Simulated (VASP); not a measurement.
# WC (I4/mmm) in VASP: notebook, part 2 of 2

VASP 6.6.1.

### Step 4. Single point, PBEsol

This run uses another cell than the first one, of the same volume but with other edges.

Contents of INCAR:

```
SYSTEM = WC
PREC = Accurate
ENCUT = 520
EDIFF = 1E-7
ISMEAR = 0
SIGMA = 0.15
LREAL = .FALSE.
LASPH = .TRUE.
NELM = 100
ALGO = Normal
ISIF = 2
LWAVE = .FALSE.
LCHARG = .FALSE.
GGA = PS
NBANDS = 16
```

Contents of KPOINTS:

```
regular mesh
0
G
  20 20 20
  0 0 0
```

Contents of POSCAR:

```
WC
1.0
    0.0000000000      2.4613284764      1.7401592328
    2.4613284764      0.0000000000      1.7401592328
    2.4613284764      2.4613284764      0.0000000000
W C
1 1
Direct
    0.0000000000      0.0000000000      0.0000000000
    0.5000000000      0.5000000000      0.5000000000
```

Potentials or basis: VASP PAW PBE potentials, release 64 (W_sv, C).

Command:

```console
cat potpaw_PBE.64/W_sv/POTCAR potpaw_PBE.64/C/POTCAR > POTCAR
mpirun -np 1 vasp_std > vasp.out
```

OUTCAR:

```text
SYSTEM = WC
   PREC = Accurate
   ENCUT = 520
   EDIFF = 1E-7
   ISMEAR = 0
   LREAL = .FALSE.
   LASPH = .TRUE.
   NELM = 100
   ISIF = 2
   GGA = PS

 ion  position               nearest neighbor table
   1  0.000  0.000  0.000-   2 1.74   2 1.74   2 2.46   2 2.46   2 2.46   2 2.46
   2  0.500  0.500  0.500-   1 1.74   1 1.74   1 2.46   1 2.46   1 2.46   1 2.46

  LATTYP: Found a body centered tetragonal cell.
 ALAT       =     3.4808441128
 C/A-ratio  =     0.9998489886

  Lattice vectors:

 A1 = (   0.0000000000,  -2.4613284764,  -1.7401592328)
[... 643 lines left out ...]

  FORCE on cell =-STRESS in cart. coord.  units (eV):
  Direction    XX          YY          ZZ          XY          YZ          ZX
  --------------------------------------------------------------------------------------
  -------------------------------------------------------------------------------------
  Total       -4.0022859     -4.0022859     39.9400089      0.0000000      0.0000000      0.0000000
  in kB     -304.1309022   -304.1309022   3035.0133207      0.0000000      0.0000000      0.0000000
  external PRESSURE =     808.9171721 kB  Pullay stress =       0.0000000 kB

 VOLUME and BASIS-vectors are now :
 -----------------------------------------------------------------------------
  energy-cutoff  :      520.00
  volume of cell :       21.08
      direct lattice vectors                 reciprocal lattice vectors
     0.000000000  2.461328476  1.740159233    -0.203142329  0.203142329  0.287330027
     2.461328476  0.000000000  1.740159233     0.203142329 -0.203142329  0.287330027
     2.461328476  2.461328476  0.000000000     0.203142329  0.203142329 -0.287330027

 POSITION                                       TOTAL-FORCE (eV/Angst)
 -----------------------------------------------------------------------------------
      0.00000      0.00000      0.00000         0.000000      0.000000     -0.000000
      2.46133      2.46133      1.74016         0.000000      0.000000      0.000000
 -----------------------------------------------------------------------------------
    total drift:                                0.000000     -0.000000     -0.000000

  FREE ENERGIE OF THE ION-ELECTRON SYSTEM (eV)
  ---------------------------------------------------
  free  energy   TOTEN  =       -18.5454722536 eV

  energy  without entropy=      -18.5293488664  energy(sigma->0) =      -18.53741056
```

OSZICAR:

```text
N       E                     dE             d eps       ncg     rms          rms(c)
DAV:   1     0.116496839645E+03    0.11650E+03   -0.94769E+03 20560   0.125E+03
DAV:   2    -0.187290584378E+02   -0.13523E+03   -0.12987E+03 24816   0.338E+02
DAV:   3    -0.222085277040E+02   -0.34795E+01   -0.34617E+01 22904   0.520E+01
DAV:   4    -0.222269484319E+02   -0.18421E-01   -0.18420E-01 26848   0.425E+00
DAV:   5    -0.222270867418E+02   -0.13831E-03   -0.13831E-03 23000   0.354E-01    0.437E+01
DAV:   6    -0.187129331020E+02    0.35142E+01   -0.11536E+01 24920   0.282E+01    0.129E+01
DAV:   7    -0.185768393700E+02    0.13609E+00   -0.91350E-01 22448   0.745E+00    0.106E+01
DAV:   8    -0.185471612826E+02    0.29678E-01   -0.61623E-02 23744   0.192E+00    0.955E-01
DAV:   9    -0.185454852100E+02    0.16761E-02   -0.33456E-03 24304   0.397E-01    0.112E-01
DAV:  10    -0.185454751468E+02    0.10063E-04   -0.32032E-04 25200   0.177E-01    0.624E-02
DAV:  11    -0.185454728712E+02    0.22756E-05   -0.61969E-06 24120   0.254E-02    0.600E-03
DAV:  12    -0.185454723232E+02    0.54797E-06   -0.11778E-06 25264   0.978E-03    0.606E-03
DAV:  13    -0.185454722536E+02    0.69584E-07   -0.44218E-08 13768   0.187E-03
   1 F= -.18545472E+02 E0= -.18537411E+02  d E =-.161234E-01
```

It took 4.1 min on 1 thread of AMD EPYC 7R43 (Zen 3), shared host; peak memory 0.29 GiB.

Results:

| Quantity | Value |
| --- | --- |
| Free energy | -18.5455 eV |
| Pressure | 80.9 GPa |
| Band gap on the k mesh | zero (bands 9 and 10 overlap by 3.50 eV) |

Caveat: the cell stands under pressure; the PAW data sets were made with another functional, which shifts forces and pressure a little; spin-orbit coupling is left out, which moves the levels of the heavy elements.

### Step 5. Single point, PBEsol

This run uses another cell than the first one, of the same volume but with other edges.

Contents of INCAR:

```
SYSTEM = WC
  PREC = Accurate
  ENCUT = 520
  EDIFF = 1E-6
  ISMEAR = 0
  SIGMA = 0.15
  LREAL = .FALSE.
  LASPH = .TRUE.
  NELM = 80
  ALGO = Normal
  ISIF = 2
  LWAVE = .FALSE.
  LCHARG = .FALSE.
  GGA = PS
  NBANDS = 16
```

Contents of KPOINTS:

```
Automatic mesh
0
G
  20 20 20
  0 0 0
```

Contents of POSCAR:

```
WC
1.0
    0.0000000000      1.9535577063      2.7623305968
    1.9535577063      0.0000000000      2.7623305968
    1.9535577063      1.9535577063      0.0000000000
W C
1 1
Direct
    0.0000000000      0.0000000000      0.0000000000
    0.5000000000      0.5000000000      0.5000000000
```

Potentials or basis: VASP PAW PBE potentials, release 64 (W_sv, C).

Command:

```console
cat potpaw_PBE.64/W_sv/POTCAR potpaw_PBE.64/C/POTCAR > POTCAR
mpirun -np 1 vasp_std > vasp.out
```

OUTCAR:

```text
SYSTEM = WC
   PREC = Accurate
   ENCUT = 520
   EDIFF = 1E-6
   ISMEAR = 0
   LREAL = .FALSE.
   LASPH = .TRUE.
   NELM = 80
   ISIF = 2
   GGA = PS

 ion  position               nearest neighbor table
   1  0.000  0.000  0.000-   2 1.95   2 1.95   2 1.95   2 1.95   2 2.76   2 2.76
   2  0.500  0.500  0.500-   1 1.95   1 1.95   1 1.95   1 1.95   1 2.76   1 2.76

  LATTYP: Found a body centered tetragonal cell.
 ALAT       =     2.7627478031
 C/A-ratio  =     1.9996979773

  Lattice vectors:

 A1 = (  -1.9535577063,   0.0000000000,   2.7623305968)
[... 644 lines left out ...]

  FORCE on cell =-STRESS in cart. coord.  units (eV):
  Direction    XX          YY          ZZ          XY          YZ          ZX
  --------------------------------------------------------------------------------------
  -------------------------------------------------------------------------------------
  Total       14.7518603     14.7518603     -2.5689386      0.0000000      0.0000000     -0.0000000
  in kB     1120.9835395   1120.9835395   -195.2118432      0.0000000      0.0000000     -0.0000000
  external PRESSURE =     682.2517452 kB  Pullay stress =       0.0000000 kB

 VOLUME and BASIS-vectors are now :
 -----------------------------------------------------------------------------
  energy-cutoff  :      520.00
  volume of cell :       21.08
      direct lattice vectors                 reciprocal lattice vectors
     0.000000000  1.953557706  2.762330597    -0.255943297  0.255943297  0.181006575
     1.953557706  0.000000000  2.762330597     0.255943297 -0.255943297  0.181006575
     1.953557706  1.953557706  0.000000000     0.255943297  0.255943297 -0.181006575

 POSITION                                       TOTAL-FORCE (eV/Angst)
 -----------------------------------------------------------------------------------
      0.00000      0.00000      0.00000        -0.000000     -0.000000      0.000000
      1.95356      1.95356      2.76233         0.000000      0.000000     -0.000000
 -----------------------------------------------------------------------------------
    total drift:                               -0.000000      0.000000      0.000000

  FREE ENERGIE OF THE ION-ELECTRON SYSTEM (eV)
  ---------------------------------------------------
  free  energy   TOTEN  =       -20.9053253913 eV

  energy  without entropy=      -20.8925227335  energy(sigma->0) =      -20.89892406
```

stdout:

```text
POSCAR found type information on POSCAR W C
 POSCAR found :  2 types and       2 ions
 scaLAPACK will be used
 -----------------------------------------------------------------------------
|                                                                             |
|                                                                             |
|     You enforced a specific xc type in the INCAR file but a different       |
|     I HOPE YOU KNOW WHAT YOU ARE DOING!                                     |
|                                                                             |
 -----------------------------------------------------------------------------

 LDA part: xc-table for (Slater+PW92), standard interpolation
 POSCAR, INCAR and KPOINTS ok, starting setup
 FFT: planning ... GRIDC
 FFT: planning ... GRID_SOFT
 FFT: planning ... GRID
 WAVECAR not read
 entering main loop
```

Run time: 4.3 min. Hardware: 1 thread of AMD EPYC 7R43 (Zen 3), shared host; peak memory 0.3 GiB.

What came out:

| Quantity | Value |
| --- | --- |
| Free energy | -20.9053 eV |
| Pressure | 68.2 GPa |
| Band gap on the k mesh | zero (bands 9 and 10 overlap by 3.91 eV) |

Levels at points of the mesh, in eV from the Fermi level:
| k point | band 5 | band 6 | band 7 | band 8 | band 9 | band 10 | band 11 | band 12 | band 13 | band 14 |
| --- | --- | --- | --- | --- | --- | --- | --- | --- | --- | --- |
| (0.00, 0.00, 0.00) | -15.76 | -5.10 | -4.31 | -1.81 | -0.37 | -0.37 | -0.30 | -0.30 | 1.15 | 11.01 |
| (0.50, 0.00, 0.00) | -10.17 | -9.87 | -7.44 | -7.07 | 1.41 | 1.61 | 3.94 | 4.23 | 5.67 | 12.13 |
| (0.50, 0.50, 0.00) | -14.59 | -6.70 | -5.89 | -0.74 | -0.74 | 1.47 | 2.16 | 2.16 | 3.26 | 10.49 |
| (0.50, 0.00, 0.50) | -14.00 | -4.93 | -3.54 | -2.49 | -2.13 | -0.42 | 0.29 | 5.09 | 8.66 | 9.49 |

Caveat: the cell stands under pressure; the PAW data sets were made with another functional, which shifts forces and pressure a little; spin-orbit coupling is left out, which moves the levels of the heavy elements.

### Step 6. Summary

```tsv
cell	gap on the mesh (eV)	pressure (GPa)
a = 3.453, b = 3.453, c = 2.709 Å, angles 66.9, 66.9, 46.2°, 2 atoms	none	93.5
a = 3.081, b = 3.081, c = 3.143 Å, angles 59.3, 59.3, 61.3°, 2 atoms	none	-7.7
a = 3.014, b = 3.014, c = 3.481 Å, angles 54.7, 54.7, 70.5°, 2 atoms	none	80.9
a = 3.383, b = 3.383, c = 2.763 Å, angles 65.9, 65.9, 48.2°, 2 atoms	none	68.2
```

Alike in all rows: task single point; level PBEsol; potentials or basis VASP PAW PBE potentials, release 64 (W_sv, C); no spin polarisation; k mesh 20 × 20 × 20; cutoff (eV) 520; smearing gaussian 0.15 eV.

Caveats: the PAW data sets were made with another functional, which shifts forces and pressure a little; spin-orbit coupling is left out, which moves the levels of the heavy elements; the cell stands under pressure (at least some runs); the cell stands under tension (at least some runs).

Total energies depend on the potentials used, so only differences within one code and one set of settings carry meaning.
